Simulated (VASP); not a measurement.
# Re (P6_3/mmc) in VASP: settings compared

Aim: see how the results for Re move with the level of theory and the settings. Levels: PBE, PBEsol. Tasks: vibrations by perturbation theory.

All numbers are computed with VASP 6.6.1; they aren't measurements. Logs are shortened: lines on timing, memory, paths and dates and some standing lists are left out, and cuts for length are marked.

### Step 1. The cell of the first run

Symmetry: P6_3/mmc, No. 194, hexagonal system. Conventional cell: a = 2.761 Å, b = 2.761 Å, c = 4.458 Å, α = 90.00°, β = 90.00°, γ = 120.00°. Re (site symmetry -6m2) has 12 Re at 2.74 to 2.76 Å within 3.6 Å.

### Step 2. Vibrations by perturbation theory, PBE

Contents of INCAR:

```
SYSTEM = Re
ALGO = Fast ; EDIFF = 1E-8
ENCUT = 520 ; GGA = PE
IBRION = 8 ; ISIF = 2
ISMEAR = -1 ; LASPH = .True.
LCHARG = .False. ; LREAL = .False.
LWAVE = .False. ; NBANDS = 14
NELM = 80 ; NSW = 1
PREC = Accurate ; SIGMA = 0.05
```

Contents of KPOINTS:

```
k-points
0
Gamma
  8 8 5
  0 0 0
```

Contents of POSCAR:

```
Re
1.0
    2.7608000000      0.0000000000      0.0000000000
   -1.3804000000      2.3909229348      0.0000000000
    0.0000000000      0.0000000000      4.4582000000
Re
2
Direct
    0.6666666667      0.3333333333      0.7500000000
    0.3333333333      0.6666666667      0.2500000000
```

Potentials or basis: VASP PAW PBE potentials, release 64 (Re).

On the command line:

```console
$ cat potpaw_PBE.64/Re/POTCAR > POTCAR
$ mpirun -np 1 vasp_std > vasp.out
```

OUTCAR:

```text
SYSTEM = Re
   EDIFF = 1E-8
   ENCUT = 520
   GGA = PE
   IBRION = 8
   ISIF = 2
   ISMEAR = -1
   LASPH = .True.
   LREAL = .False.
   NELM = 80
   NSW = 1
   PREC = Accurate

 ion  position               nearest neighbor table
   1  0.667  0.333  0.750-   2 2.74   2 2.74   2 2.74   2 2.74   2 2.74   2 2.74
   2  0.333  0.667  0.250-   1 2.74   1 2.74   1 2.74   1 2.74   1 2.74   1 2.74

  LATTYP: Found a hexagonal cell.
 ALAT       =     2.7608000000
 C/A-ratio  =     1.6148217908

  Lattice vectors:

 A1 = (   2.7608000000,   0.0000000000,   0.0000000000)
 A2 = (  -1.3804000000,   2.3909229348,   0.0000000000)
 A3 = (   0.0000000000,   0.0000000000,   4.4582000000)

Analysis of symmetry for initial positions (statically):
=====================================================================
 Subroutine PRICEL returns:
 Original cell was already a primitive cell.

 Routine SETGRP: Setting up the symmetry group for a
 hexagonal supercell.

 Subroutine GETGRP returns: Found 24 space group operations
 (whereof 12 operations were pure point group operations)
 out of a pool of 24 trial point group operations.

The static configuration has the point symmetry D_3d.
 The point group associated with its full space group is D_6h.

Analysis of symmetry for dynamics (positions and initial velocities):
=====================================================================
 Subroutine PRICEL returns:
 Original cell was already a primitive cell.

 Routine SETGRP: Setting up the symmetry group for a
 hexagonal supercell.

 Subroutine GETGRP returns: Found 24 space group operations
 (whereof 12 operations were pure point group operations)
 out of a pool of 24 trial point group operations.

The dynamic configuration has the point symmetry D_3d.
 The point group associated with its full space group is D_6h.

 Subroutine INISYM returns: Found 24 space group operations
 (whereof 12 operations are pure point group operations),
[... 580 lines left out ...]
    -1.380400000  2.390922935  0.000000000     0.000000000  0.418248529  0.000000000
     0.000000000  0.000000000  4.458200000     0.000000000  0.000000000  0.224305774

 POSITION                                       TOTAL-FORCE (eV/Angst)
 -----------------------------------------------------------------------------------
      1.38040      0.79697      3.34365        -0.000000      0.000000      0.000000
     -0.00000      1.59395      1.11455         0.000000     -0.000000      0.000000
 -----------------------------------------------------------------------------------
    total drift:                               -0.000000      0.000000     -0.000000

  FREE ENERGIE OF THE ION-ELECTRON SYSTEM (eV)
  ---------------------------------------------------
  free  energy   TOTEN  =       -24.8551808285 eV

  energy  without entropy=      -24.8441021580  energy(sigma->0) =      -24.84964149

[... ionic steps 2 to 3 ...]

--------------------------------------- Ionic step        4  -------------------------------------------

------------------------ aborting loop because EDIFF is reached ----------------------------------------

[... ionic steps 5 to 5 ...]

--------------------------------------- Ionic step        6  -------------------------------------------

 Free energy of the ion-electron system (eV)
  ---------------------------------------------------
  ---------------------------------------------------
  free energy    TOTEN  =        -0.18585388 eV

  energy without entropy =       -0.18585388

------------------------ aborting loop because EDIFF is reached ----------------------------------------

 INTERNAL STRAIN TENSOR  FOR ION    1  DIRECTION 3   (eV/Angst):
 -----------------------------------------------------------------------------
     0.00156  0.00000 -0.00000
     0.00000  0.00156  0.00000
    -0.00000  0.00000 -0.00418

 INTERNAL STRAIN TENSOR FOR ION    2 for displacements in x,y,z  (eV/Angst):
          X           Y           Z          XY          YZ          ZX
  --------------------------------------------------------------------------------
  x     0.00000    -0.00000     0.00000    -2.29756     0.00000     0.00000
  y    -2.29756     2.29756     0.00000     0.00000     0.00000     0.00000
  z    -0.00000     0.00000    -0.00000     0.00000     0.00000     0.00000

 SECOND DERIVATIVES (NOT SYMMETRIZED)
 ------------------------------------
               1X          1Y          1Z          2X          2Y          2Z
  1X    -4.620209    0.000000    0.000000    4.620209    0.000000    0.000000
  1Y     0.000000   -4.620209    0.000000    0.000000    4.620209    0.000000
  1Z    -0.000000    0.000000   -6.473222    0.000000    0.000000    6.473222
  2X     4.620209    0.000000    0.000000   -4.620209    0.000000    0.000000
  2Y     0.000000    4.620209    0.000000    0.000000   -4.620209    0.000000
  2Z     0.000000    0.000000    6.473222   -0.000000    0.000000   -6.473222

 Eigenvectors and eigenvalues of the dynamical matrix
 ----------------------------------------------------

   1 f  =    4.122190 THz    25.900482 2PiTHz  137.501449 cm-1    17.047999 meV
             X         Y         Z           dx          dy          dz
      1.380400  0.796974  3.343650    -0.000000    0.000000    0.707107
     -0.000000  1.593949  1.114550     0.000000   -0.000000   -0.707107
[... 11 lines left out ...]
   4 f  =    0.000000 THz     0.000000 2PiTHz    0.000001 cm-1     0.000000 meV
             X         Y         Z           dx          dy          dz
      1.380400  0.796974  3.343650     0.707107   -0.000000    0.000000
     -0.000000  1.593949  1.114550     0.707107   -0.000000    0.000000

   5 f/i=    0.000000 THz     0.000000 2PiTHz    0.000001 cm-1     0.000000 meV
             X         Y         Z           dx          dy          dz
      1.380400  0.796974  3.343650     0.000000   -0.012193   -0.707002
     -0.000000  1.593949  1.114550     0.000000   -0.012193   -0.707002

   6 f/i=    0.000000 THz     0.000000 2PiTHz    0.000002 cm-1     0.000000 meV
             X         Y         Z           dx          dy          dz
      1.380400  0.796974  3.343650    -0.000000   -0.707002    0.012193
     -0.000000  1.593949  1.114550    -0.000000   -0.707002    0.012193

--------------------------------------------------------------------------------------------------------

 ELASTIC MODULI CONTR FROM IONIC RELAXATION (kBar)
 Direction    XX          YY          ZZ          XY          YZ          ZX
 --------------------------------------------------------------------------------
 XX         -62.2045     62.2045      0.0000     -0.0000      0.0000      0.0000
 YY          62.2045    -62.2045     -0.0000      0.0000      0.0000     -0.0000
 ZZ           0.0000     -0.0000     -0.0000      0.0000      0.0000      0.0000
 XY          -0.0000      0.0000      0.0000    -62.2045      0.0000      0.0000
 YZ           0.0000      0.0000      0.0000      0.0000      0.0000      0.0000
 ZX           0.0000     -0.0000      0.0000      0.0000      0.0000     -0.0000
 --------------------------------------------------------------------------------
```

OSZICAR:

```text
N       E                     dE             d eps       ncg     rms          rms(c)
DAV:   1     0.176064847357E+02    0.17606E+02   -0.66930E+03  1680   0.124E+03
DAV:   2    -0.253121955373E+02   -0.42919E+02   -0.38241E+02  1388   0.278E+02
DAV:   3    -0.262512537874E+02   -0.93906E+00   -0.92036E+00  1318   0.431E+01
DAV:   4    -0.262597706352E+02   -0.85168E-02   -0.85079E-02  1302   0.269E+00
[... 62 lines left out ...]
RMM:  14    -0.185853828781E+00   -0.18358E-07   -0.96925E-09  2705   0.134E-03    0.787E-06
RMM:  15    -0.185853856879E+00   -0.28098E-07   -0.10910E-08  2725   0.137E-03    0.410E-06
RMM:  16    -0.185853878220E+00   -0.21341E-07   -0.23548E-08  2797   0.137E-03    0.871E-07
RMM:  17    -0.185853881704E+00   -0.34840E-08   -0.80663E-09  2825   0.137E-03    0.923E-07
 Linear response finished
```

Wall time 3.8 min (1 thread of AMD EPYC 7R43 (Zen 3), shared host); peak memory 0.19 GiB.

What came out:

- Highest phonon frequency at Γ: 138 cm⁻¹

Phonon frequencies in cm⁻¹ (negative: imaginary):
```csv
q point,frequencies
"(0.000, 0.000, 0.000)",0 0 0 116 116 138
```

Caveat: the cell wasn't relaxed at this level first, which shifts response properties; spin-orbit coupling is left out, which moves the levels of the heavy elements.

### Step 3. Vibrations by perturbation theory, PBEsol

Contents of INCAR:

```
PREC = Accurate
ENCUT = 520
EDIFF = 1E-8
ISMEAR = -1
SIGMA = 0.05
LREAL = False
LASPH = True
NELM = 60
ALGO = Normal
ISIF = 2
LWAVE = False
LCHARG = True
GGA = PS
IBRION = 8
NSW = 1
```

Contents of KPOINTS:

```
Automatic mesh
0
Gamma
  10 10 6
```

POSCAR is that of step 2.

Potentials or basis: VASP PAW PBE potentials, release 64 (Re).

On the command line:

```console
$ cat potpaw_PBE.64/Re/POTCAR > POTCAR
$ mpirun -np 1 vasp_std > vasp.out
```

OUTCAR:

```text
PREC = Accurate
   ENCUT = 520
   EDIFF = 1E-8
   ISMEAR = -1
   LREAL = False
   LASPH = True
   NELM = 60
   ISIF = 2
   GGA = PS
   IBRION = 8
   NSW = 1

 ion  position               nearest neighbor table
   1  0.667  0.333  0.750-   2 2.74   2 2.74   2 2.74   2 2.74   2 2.74   2 2.74
   2  0.333  0.667  0.250-   1 2.74   1 2.74   1 2.74   1 2.74   1 2.74   1 2.74

  LATTYP: Found a hexagonal cell.
 ALAT       =     2.7608000000
 C/A-ratio  =     1.6148217908

  Lattice vectors:

 A1 = (   2.7608000000,   0.0000000000,   0.0000000000)
 A2 = (  -1.3804000000,   2.3909229348,   0.0000000000)
 A3 = (   0.0000000000,   0.0000000000,   4.4582000000)

Analysis of symmetry for initial positions (statically):
=====================================================================
 Subroutine PRICEL returns:
 Original cell was already a primitive cell.

 Routine SETGRP: Setting up the symmetry group for a
 hexagonal supercell.

 Subroutine GETGRP returns: Found 24 space group operations
 (whereof 12 operations were pure point group operations)
 out of a pool of 24 trial point group operations.

The static configuration has the point symmetry D_3d.
 The point group associated with its full space group is D_6h.

Analysis of symmetry for dynamics (positions and initial velocities):
=====================================================================
 Subroutine PRICEL returns:
 Original cell was already a primitive cell.

 Routine SETGRP: Setting up the symmetry group for a
 hexagonal supercell.
[... 524 lines left out ...]
 -----------------------------------------------------------------------------------
    total drift:                               -0.000000      0.000000     -0.000000

  FREE ENERGIE OF THE ION-ELECTRON SYSTEM (eV)
  ---------------------------------------------------
  free  energy   TOTEN  =       -26.7362003230 eV

  energy  without entropy=      -26.7222776903  energy(sigma->0) =      -26.72923901

[... ionic steps 2 to 3 ...]

--------------------------------------- Ionic step        4  -------------------------------------------

------------------------ aborting loop because EDIFF is reached ----------------------------------------

[... ionic steps 5 to 5 ...]

--------------------------------------- Ionic step        6  -------------------------------------------

 Free energy of the ion-electron system (eV)
  ---------------------------------------------------
  ---------------------------------------------------
  free energy    TOTEN  =        -0.18501867 eV

  energy without entropy =       -0.18501867

------------------------ aborting loop because EDIFF is reached ----------------------------------------

 INTERNAL STRAIN TENSOR  FOR ION    1  DIRECTION 3   (eV/Angst):
 -----------------------------------------------------------------------------
     0.04655  0.00000  0.00000
     0.00000  0.04655 -0.00000
    -0.00000 -0.00000 -0.09499

 INTERNAL STRAIN TENSOR FOR ION    2 for displacements in x,y,z  (eV/Angst):
          X           Y           Z          XY          YZ          ZX
  --------------------------------------------------------------------------------
  x     0.00000     0.00000     0.00000    -2.77891     0.00000     0.00000
  y    -2.77891     2.77891     0.00000     0.00000     0.00000     0.00000
  z     0.00000     0.00000    -0.00000     0.00000     0.00000     0.00000

 SECOND DERIVATIVES (NOT SYMMETRIZED)
 ------------------------------------
               1X          1Y          1Z          2X          2Y          2Z
  1X    -5.666041    0.000000    0.000000    5.666041    0.000000    0.000000
  1Y     0.000000   -5.666041    0.000000    0.000000    5.666041    0.000000
  1Z     0.000000    0.000000   -0.101739    0.000000    0.000000    0.101739
  2X     5.666041    0.000000    0.000000   -5.666041    0.000000    0.000000
  2Y     0.000000    5.666041    0.000000    0.000000   -5.666041    0.000000
  2Z     0.000000    0.000000    0.101739    0.000000    0.000000   -0.101739

 Eigenvectors and eigenvalues of the dynamical matrix
 ----------------------------------------------------

   1 f  =    3.856626 THz    24.231899 2PiTHz  128.643211 cm-1    15.949718 meV
             X         Y         Z           dx          dy          dz
      1.380400  0.796974  3.343650     0.000005    0.707107   -0.000000
     -0.000000  1.593949  1.114550    -0.000005   -0.707107    0.000000
[... 21 lines left out ...]
   6 f  =    0.000000 THz     0.000000 2PiTHz    0.000000 cm-1     0.000000 meV
             X         Y         Z           dx          dy          dz
      1.380400  0.796974  3.343650     0.023071    0.040772   -0.705553
     -0.000000  1.593949  1.114550     0.023071    0.040772   -0.705553

--------------------------------------------------------------------------------------------------------

 ELASTIC MODULI CONTR FROM IONIC RELAXATION (kBar)
 Direction    XX          YY          ZZ          XY          YZ          ZX
 --------------------------------------------------------------------------------
 XX         -74.2025     74.2025      0.0000      0.0000     -0.0000      0.0000
 YY          74.2025    -74.2025     -0.0000      0.0000      0.0000      0.0000
 ZZ           0.0000     -0.0000     -0.0000      0.0000      0.0000      0.0000
 XY           0.0000      0.0000      0.0000    -74.2025      0.0000      0.0000
 YZ          -0.0000      0.0000      0.0000      0.0000     -0.0000      0.0000
 ZX           0.0000      0.0000      0.0000      0.0000      0.0000      0.0000
 --------------------------------------------------------------------------------
```

OSZICAR:

```text
N       E                     dE             d eps       ncg     rms          rms(c)
DAV:   1     0.268583461647E+02    0.26858E+02   -0.69538E+03  2218   0.159E+03
DAV:   2    -0.212135115411E+02   -0.48072E+02   -0.41268E+02  1933   0.319E+02
DAV:   3    -0.278573271027E+02   -0.66438E+01   -0.54299E+01  2086   0.262E+02
[... 54 lines left out ...]
RMM:  13    -0.185018659105E+00   -0.50572E-06   -0.18004E-05  4247   0.423E-03    0.116E-05
RMM:  14    -0.185018228863E+00    0.43024E-06    0.14584E-05  4080   0.424E-03    0.581E-06
RMM:  15    -0.185018410364E+00   -0.18150E-06   -0.45670E-05  4117   0.420E-03    0.524E-06
RMM:  16    -0.185018506418E+00   -0.96054E-07   -0.85099E-05  4238   0.417E-03    0.423E-06
RMM:  17    -0.185018669200E+00   -0.16278E-06    0.21035E-05  4257   0.420E-03    0.505E-06
 Linear response finished
```

Wall time 3.7 min (1 thread of Intel Xeon 6975P-C, shared host); peak memory 0.28 GiB.

Results:

- Highest phonon frequency at Γ: 129 cm⁻¹

Phonon frequencies in cm⁻¹ (negative: imaginary):
```tsv
q point	frequencies
(0.000, 0.000, 0.000)	0 0 0 17 129 129
```

Caveat: the cell wasn't relaxed at this level first, which shifts response properties; spin-orbit coupling is left out, which moves the levels of the heavy elements.
